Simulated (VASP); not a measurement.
A run of VASP 6.6.1 is set up as follows.

File INCAR:

```
SYSTEM = Ga
ALGO = Fast
EDIFF = 1E-7
ENCUT = 520
GGA = PS
ISIF = 2
ISMEAR = 0
LASPH = .True.
LCHARG = .False.
LREAL = .False.
LWAVE = .False.
NBANDS = 12
NELM = 100
PREC = Accurate
SIGMA = 0.15
```

The input KPOINTS:

```
k-points
0
Gamma
  24 24 24
  0 0 0
```

Contents of POSCAR:

```
Ga
1.0
   -1.4461200000      1.4461200000      2.2624350000
    1.4461200000     -1.4461200000      2.2624350000
    1.4461200000      1.4461200000     -2.2624350000
Ga
1
Direct
    0.0000000000      0.0000000000      0.0000000000
```

Potentials or basis: VASP PAW PBE potentials, release 64 (Ga_d).

Launch:

```sh
$ cat potpaw_PBE.64/Ga_d/POTCAR > POTCAR
$ mpirun -np 1 vasp_std > vasp.out
```

**Question.** Estimate the band gap on the k mesh.

**Answer.** Zero (an odd number of electrons rules out a gap without spin polarisation).

**Question.** What does it give for the pressure?

**Answer.** -3.4 GPa.

Stress tensor (GPa, compression positive):
```
-3.29  0.00  0.00
 0.00 -3.29  0.00
 0.00  0.00 -3.58
```

Caveat: the cell differs from its parent crystal (strain +0.030 along x and y, +0.015 along z); the cell stands under tension; the PAW data sets were made with another functional, which shifts forces and pressure a little.
